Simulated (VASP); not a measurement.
# BH6CN3F4 (R3m) in VASP: single point with LDA

Aim: the single point of BH6CN3F4 with LDA.

All numbers are computed with VASP 6.6.1; they aren't measurements. Logs are shortened: lines on timing, memory, paths and dates and some standing lists are left out, and cuts for length are marked.

## (1) The cell of the first run

Symmetry: R3m, No. 160, trigonal system. Conventional cell: a = 7.452 Å, b = 7.452 Å, c = 9.105 Å, α = 90.00°, β = 90.00°, γ = 120.00°. B (site symmetry 3m) has 4 F at 1.37 to 1.41 Å within 1.8 Å. Within 1.1 Å of H (site symmetry 1) lie 1 N at 0.80 Å. C (site symmetry 3m) has 3 N at 1.32 Å and 6 H at 1.84 Å within 1.9 Å. N (site symmetry m) has 2 H at 0.80 Å within 1.1 Å. F (site symmetry m) has 1 B at 1.37 Å within 1.8 Å. F (site symmetry 3m) has 1 B at 1.41 Å within 1.9 Å.

## (2) Single point, LDA

File INCAR:

```
SYSTEM = BH6CN3F4
ALGO = Normal
EDIFF = 1E-6
ENCUT = 600
GGA_COMPAT = .FALSE.
ISIF = 2
ISMEAR = 0
LASPH = .TRUE.
LCHARG = .FALSE.
LREAL = .FALSE.
LWAVE = .FALSE.
NBANDS = 41
NELM = 120
PREC = Accurate
SIGMA = 0.01
```

File KPOINTS:

```
k-points
0
G
  5 5 5
  0 0 0
```

File POSCAR:

```
BH6CN3F4
1.0
    3.7258400000      2.1511147270      3.0349706667
   -3.7258400000      2.1511147270      3.0349706667
    0.0000000000     -4.3022294539      3.0349706667
B H C N F
1 6 1 3 4
Direct
    0.4100000000      0.4100000000      0.4100000000
    0.2830000000      0.9779990000      0.7950000000
    0.7950000000      0.9779990000      0.2830000000
    0.7950000000      0.2830000000      0.9779990000
    0.2830000000      0.7950000000      0.9779990000
    0.9779990000      0.7950000000      0.2830000000
    0.9779990000      0.2830000000      0.7950000000
    0.0000000000      0.0000000000      0.0000000000
    0.8990000000      0.8990000000      0.2060000000
    0.2060000000      0.8990000000      0.8990000000
    0.8990000000      0.2060000000      0.8990000000
    0.4610000000      0.4610000000      0.1610000000
    0.4610000000      0.1610000000      0.4610000000
    0.1610000000      0.4610000000      0.4610000000
    0.5650000000      0.5650000000      0.5650000000
```

Potentials or basis: VASP PAW LDA potentials, release 64 (B, H, C, N, F).

Launch:

```bash
$ cat potpaw_LDA.64/B/POTCAR potpaw_LDA.64/H/POTCAR potpaw_LDA.64/C/POTCAR potpaw_LDA.64/N/POTCAR potpaw_LDA.64/F/POTCAR > POTCAR
$ mpirun -np 1 vasp_std > vasp.out
```

OUTCAR:

```text
SYSTEM = BH6CN3F4
   EDIFF = 1E-6
   ENCUT = 600
   ISIF = 2
   ISMEAR = 0
   LASPH = .TRUE.
   LREAL = .FALSE.
   NELM = 120
   PREC = Accurate

 ion  position               nearest neighbor table
   1  0.410  0.410  0.410-  12 1.37  13 1.37  14 1.37  15 1.41
   2  0.283  0.978  0.795-  10 0.80
   3  0.795  0.978  0.283-   9 0.80
   4  0.795  0.283  0.978-  11 0.80
   5  0.283  0.795  0.978-  10 0.80
   6  0.978  0.795  0.283-   9 0.80
   7  0.978  0.283  0.795-  11 0.80
   8  0.000  0.000  0.000-  10 1.32  11 1.32   9 1.32
   9  0.899  0.899  0.206-   3 0.80   6 0.80   8 1.32
  10  0.206  0.899  0.899-   5 0.80   2 0.80   8 1.32
  11  0.899  0.206  0.899-   4 0.80   7 0.80   8 1.32
  12  0.461  0.461  0.161-   1 1.37
  13  0.461  0.161  0.461-   1 1.37
  14  0.161  0.461  0.461-   1 1.37
  15  0.565  0.565  0.565-   1 1.41

  LATTYP: Found a trigonal (rhomboedric) cell.
 ALAT       =     5.2650000211
 COS(alpha) =    -0.0015707733

  Lattice vectors:

 A1 = (   3.7258400000,   2.1511147270,   3.0349706667)
 A2 = (  -3.7258400000,   2.1511147270,   3.0349706667)
 A3 = (   0.0000000000,  -4.3022294539,   3.0349706667)

Analysis of symmetry for initial positions (statically):
=====================================================================
 Subroutine PRICEL returns:
 Original cell was already a primitive cell.

 Routine SETGRP: Setting up the symmetry group for a
 trigonal (rhombohedral) supercell.

 Subroutine GETGRP returns: Found  6 space group operations
 (whereof  6 operations were pure point group operations)
 out of a pool of 12 trial point group operations.

The static configuration has the point symmetry C_3v.

Analysis of symmetry for dynamics (positions and initial velocities):
=====================================================================
 Subroutine PRICEL returns:
 Original cell was already a primitive cell.

 Routine SETGRP: Setting up the symmetry group for a
 trigonal (rhombohedral) supercell.

 Subroutine GETGRP returns: Found  6 space group operations
 (whereof  6 operations were pure point group operations)
 out of a pool of 12 trial point group operations.

The dynamic configuration has the point symmetry C_3v.

 Subroutine INISYM returns: Found  6 space group operations
 (whereof  6 operations are pure point group operations),
 and found     1 'primitive' translations

----------------------------------------------------------------------------------------

                                     Primitive cell

  volume of cell :     145.9464

  direct lattice vectors                    reciprocal lattice vectors
     3.725840000  2.151114727  3.034970667     0.134197926  0.077479209  0.109830825
    -3.725840000  2.151114727  3.034970667    -0.134197926  0.077479209  0.109830825
     0.000000000 -4.302229454  3.034970667     0.000000000 -0.154958417  0.109830825

  length of vectors
     5.265000021  5.265000021  5.265000021     0.189933992  0.189933992  0.189933992

  position of ions in fractional coordinates (direct lattice)
     0.410000000  0.410000000  0.410000000
     0.283000000  0.977999000  0.795000000
     0.795000000  0.977999000  0.283000000
     0.795000000  0.283000000  0.977999000
     0.283000000  0.795000000  0.977999000
     0.977999000  0.795000000  0.283000000
     0.977999000  0.283000000  0.795000000
     0.000000000  0.000000000  0.000000000
     0.899000000  0.899000000  0.206000000
     0.206000000  0.899000000  0.899000000
     0.899000000  0.206000000  0.899000000
     0.461000000  0.461000000  0.161000000
     0.461000000  0.161000000  0.461000000
     0.161000000  0.461000000  0.461000000
     0.565000000  0.565000000  0.565000000

  ion indices of the primitive-cell ions
   primitive index   ion index
                 1           1
                 2           2
                 3           3
                 4           4
                 5           5
                 6           6
                 7           7
                 8           8
                 9           9
                10          10
                11          11
                12          12
                13          13
                14          14
                15          15

----------------------------------------------------------------------------------------

 KPOINTS: k-points

Automatic generation of k-mesh.
 Grid dimensions read from file:
 generate k-points for:    5    5    5

 Generating k-lattice:

  Cartesian coordinates                     Fractional coordinates (reciprocal lattice)
     0.026839585  0.015495842  0.021966165     0.200000000  0.000000000  0.000000000
    -0.026839585  0.015495842  0.021966165     0.000000000  0.200000000  0.000000000
     0.000000000 -0.030991683  0.021966165     0.000000000  0.000000000  0.200000000

  Length of vectors
     0.037986798  0.037986798  0.037986798

  Shift w.r.t. Gamma in fractional coordinates (k-lattice)
     0.000000000  0.000000000  0.000000000

 Subroutine IBZKPT returns following result:
 ===========================================

 Found     19 irreducible k-points:

 Following reciprocal coordinates:
            Coordinates               Weight
  0.000000  0.000000  0.000000      1.000000
  0.200000  0.000000  0.000000      6.000000
  0.400000  0.000000  0.000000      6.000000
  0.200000  0.200000  0.000000      6.000000
  0.400000  0.200000  0.000000     12.000000
 -0.400000  0.200000 -0.000000     12.000000
[... 11 lines left out ...]
  0.400000  0.400000  0.400000      2.000000
 -0.400000  0.400000  0.400000      6.000000
   k-points           NKPTS =     19   k-points in BZ     NKDIM =     19   number of bands    NBANDS=     41
   number of dos      NEDOS =    301   number of ions     NIONS =     15
   total plane-waves  NPLWV =  74088
   dimension x,y,z NGX =    42 NGY =   42 NGZ =   42
   dimension x,y,z NGXF=    84 NGYF=   84 NGZF=   84
   ions per type =               1   6   1   3   4
   NGX,Y,Z   is equivalent  to a cutoff of  13.26, 13.26, 13.26 a.u.
   NGXF,Y,Z  is equivalent  to a cutoff of  26.52, 26.52, 26.52 a.u.
 SYSTEM =  BH6CN3F4
   PREC   = accura    normal or accurate (medium, high low for compatibility)
   ISTART =      0    job   : 0-new  1-cont  2-samecut
   ICHARG =      2    charge: 1-file 2-atom 10-const
   ISPIN  =      1    spin polarized calculation?
   LNONCOLLINEAR =      F non collinear calculations
   LSORBIT =      F    spin-orbit coupling
   LASPH  =      T    aspherical Exc in radial PAW
   ENCUT  =  600.0 eV  44.10 Ry    6.64 a.u.  10.52 10.52 10.52*2*pi/ulx,y,z
   NELM   =    120;   NELMIN=  2; NELMDL= -5     # of ELM steps
   EDIFF  = 0.1E-05   stopping-criterion for ELM
   LREAL  =      F    real-space projection
   EDIFFG = 0.1E-04   stopping-criterion for IOM
   NSW    =      0    number of steps for IOM
   IBRION =     -1    ionic relax: 0-MD 1-quasi-New 2-CG
   NFREE  =      0    steps in history (QN), initial steepest desc. (CG)
   ISIF   =      2    stress and relaxation
   ISYM   =      2    0-nonsym 1-usesym 2-fastsym
   POTIM  = 0.5000    time-step for ionic-motion
   TEBEG  =    0.0;   TEEND  =   0.0 temperature during run
   PSTRESS=    0.0 pullay stress
   NELECT =      56.0000    total number of electrons
   NUPDOWN=      -1.0000    fix difference up-down
   EMIN   =  10.00;   EMAX   =-10.00  energy-range for DOS
   EFERMI =   0.00;   METHOD = LEGACY
   ISMEAR =     0;   SIGMA  =   0.01  broadening in eV -4-tet -1-fermi 0-gaus
   EFERMI_NEDOS =   21; number of points for ismear=-14 and -15
   IALGO  =     38    algorithm
   IMIX   =      4    mixing-type and parameters
     AMIX     =   0.40;   BMIX     =  1.00
     AMIX_MAG =   1.60;   BMIX_MAG =  1.00
  volume/ion in A,a.u.               =       9.73        65.66
  Fermi-wavevector in a.u.,A,eV,Ry     =   1.189615  2.248046 19.254736  1.415183
  Thomas-Fermi vector in A             =   2.325718
   LORBIT       =      0    0 simple, 1 ext, 2 COOP (PROOUT), +10 PAW based schemes
   GGA     = CA    functional components
   LHFCALC =     F    Hartree Fock is set to
   AEXX    =    0.0000 exact exchange contribution
   IVDW    =     0    specifies the selected vdW correction
   LEPSILON=     F    determine dielectric tensor
   LRPA    =     F    only Hartree local field effects (RPA)
 non-spin polarized calculation
 Gauss-broadening in eV      SIGMA  =   0.01
  energy-cutoff  :      600.00
  volume of cell :      145.95
 maximum number of plane-waves:      4945
 NGX is ok and might be reduce to    42
   NGX = 21   NGY = 21   NGZ = 21

 number of electron      55.9999996 magnetization

 Free energy of the ion-electron system (eV)
  ---------------------------------------------------
  ext. energy  EPLUGINS =         0.00000000
  ---------------------------------------------------
  free energy    TOTEN  =       -82.95647271 eV

  energy without entropy =      -82.95647271  energy(sigma->0) =      -82.95647271

 E-fermi :  -2.8075     XC(G=0):  -8.4729

 val. band max:       -2.9409982233   @ k =   0.4000   0.4000   0.2000
 cond. band min:       3.0821504006   @ k =   0.4000   0.4000   0.4000
 fundamental gap:      6.0231486238
 Fermi energy:        -2.8075383896

 k-point     1 :       0.0000    0.0000    0.0000
  band No.  band energies     occupation
      1     -25.5653      2.00000
      2     -24.0203      2.00000
      3     -24.0203      2.00000
      4     -23.2433      2.00000
      5     -22.4203      2.00000
      6     -19.9314      2.00000
[... 32 lines left out ...]
     39      10.7090      0.00000
     40      11.3789      0.00000

 k-point     2 :       0.2000    0.0000    0.0000
  band No.  band energies     occupation
      1     -25.5614      2.00000
      2     -24.0235      2.00000
      3     -24.0202      2.00000
      4     -23.2466      2.00000
      5     -22.4172      2.00000
      6     -19.9368      2.00000
[... 32 lines left out ...]
     39      10.6025      0.00000
     40      10.7829      0.00000

 k-point     3 :       0.4000    0.0000    0.0000
  band No.  band energies     occupation
      1     -25.5552      2.00000
      2     -24.0288      2.00000
      3     -24.0200      2.00000
      4     -23.2519      2.00000
      5     -22.4123      2.00000
      6     -19.9457      2.00000
[... 32 lines left out ...]
     39       9.9370      0.00000
     40      10.2989      0.00000

 k-point     4 :       0.2000    0.2000    0.0000
  band No.  band energies     occupation
      1     -25.5581      2.00000
      2     -24.0235      2.00000
      3     -24.0220      2.00000
      4     -23.2503      2.00000
      5     -22.4139      2.00000
      6     -19.9410      2.00000
[... 32 lines left out ...]
     39      10.7936      0.00000
     40      10.8172      0.00000
[... 557 lines left out ...]
     39      10.4223      0.00000
     40      11.0271      0.00000

 k-point    18 :       0.4000    0.4000    0.4000
  band No.  band energies     occupation
      1     -25.5393      2.00000
      2     -24.0275      2.00000
      3     -24.0275      2.00000
      4     -23.2699      2.00000
      5     -22.3937      2.00000
      6     -19.9580      2.00000
[... 32 lines left out ...]
     39      11.0077      0.00000
     40      11.4789      0.00000

 k-point    19 :      -0.4000    0.4000    0.4000
  band No.  band energies     occupation
      1     -25.5390      2.00000
      2     -24.0284      2.00000
      3     -24.0276      2.00000
      4     -23.2688      2.00000
      5     -22.3954      2.00000
      6     -19.9574      2.00000
[... 32 lines left out ...]
     39      11.0801      0.00000
     40      11.2323      0.00000
 [bands above 40 left out]

------------------------ aborting loop because EDIFF is reached ----------------------------------------

  FORCE on cell =-STRESS in cart. coord.  units (eV):
  Direction    XX          YY          ZZ          XY          YZ          ZX
  --------------------------------------------------------------------------------------
  -------------------------------------------------------------------------------------
  Total       49.1924128     49.1924128      2.7171032      0.0000000      0.0000000      0.0000000
  in kB      540.0266393    540.0266393     29.8279357      0.0000000      0.0000000      0.0000000
  external PRESSURE =     369.9604047 kB  Pullay stress =       0.0000000 kB

 VOLUME and BASIS-vectors are now :
 -----------------------------------------------------------------------------
  energy-cutoff  :      600.00
  volume of cell :      145.95
      direct lattice vectors                 reciprocal lattice vectors
     3.725840000  2.151114727  3.034970667     0.134197926  0.077479209  0.109830825
    -3.725840000  2.151114727  3.034970667    -0.134197926  0.077479209  0.109830825
     0.000000000 -4.302229454  3.034970667     0.000000000 -0.154958417  0.109830825

 POSITION                                       TOTAL-FORCE (eV/Angst)
 -----------------------------------------------------------------------------------
      0.00000      0.00000      3.73301         0.000000      0.000000      1.704649
     -2.58946     -0.70772      6.23990        -0.255067     20.454163      3.630478
     -0.68182      2.59639      6.23990       -17.841359    -10.006187      3.630478
      1.90763     -1.88867      6.23990       -17.586291    -10.447977      3.630478
     -1.90763     -1.88867      6.23990        17.586291    -10.447977      3.630478
      0.68182      2.59639      6.23990        17.841359    -10.006187      3.630478
      2.58946     -0.70772      6.23990         0.255067     20.454163      3.630478
      0.00000      0.00000      0.00000         0.000000      0.000000      0.309493
      0.00000      2.98145      6.08208         0.000000     19.309921     -7.375004
     -2.58201     -1.49072      6.08208       -16.722882     -9.654961     -7.375004
      2.58201     -1.49072      6.08208        16.722882     -9.654961     -7.375004
      0.00000      1.29067      3.28687         0.000000      1.503423     -0.585190
      1.11775     -0.64533      3.28687         1.302002     -0.751711     -0.585190
     -1.11775     -0.64533      3.28687        -1.302002     -0.751711     -0.585190
      0.00000      0.00000      5.14428         0.000000      0.000000      0.083574
 -----------------------------------------------------------------------------------
    total drift:                               -0.000000     -0.000003      0.002431

  FREE ENERGIE OF THE ION-ELECTRON SYSTEM (eV)
  ---------------------------------------------------
  free  energy   TOTEN  =       -82.9564727132 eV

  energy  without entropy=      -82.9564727132  energy(sigma->0) =      -82.95647271
```

Wall time 2.6 min (1 thread of Intel Xeon Platinum 8488C (Sapphire Rapids), shared host); peak memory 0.29 GiB.

What came out:

```
Free energy            : -82.9565 eV
Pressure               : 37.0 GPa
Largest force          : 20.775 eV/Å
Band gap on the k mesh : 6.02 eV
```

Forces in eV/Å, atoms in the order of the input:
```
B     0.000   0.000   1.705
H    -0.255  20.454   3.630
H   -17.841 -10.006   3.630
H   -17.586 -10.448   3.630
H    17.586 -10.448   3.630
H    17.841 -10.006   3.630
H     0.255  20.454   3.630
C     0.000   0.000   0.309
N     0.000  19.310  -7.375
N   -16.723  -9.655  -7.375
N    16.723  -9.655  -7.375
F     0.000   1.503  -0.585
F     1.302  -0.752  -0.585
F    -1.302  -0.752  -0.585
F     0.000   0.000   0.084
```

Stress tensor (GPa, compression positive):
```
54.00  0.00  0.00
 0.00 54.00  0.00
 0.00  0.00  2.98
```

Levels at points of the mesh, in eV from the valence-band top:
```
           k point  band 26  band 27  band 28  band 29  band 30  band 31
(0.00, 0.00, 0.00)    -0.53    -0.23    -0.23     6.45     6.55    10.25
```

Caveat: the stress differs along the axes, from 3 to 54 GPa; forces of over 1 eV/Å act on the atoms, so gaps and moduli don't describe the material at rest. A k mesh can miss the band edges.
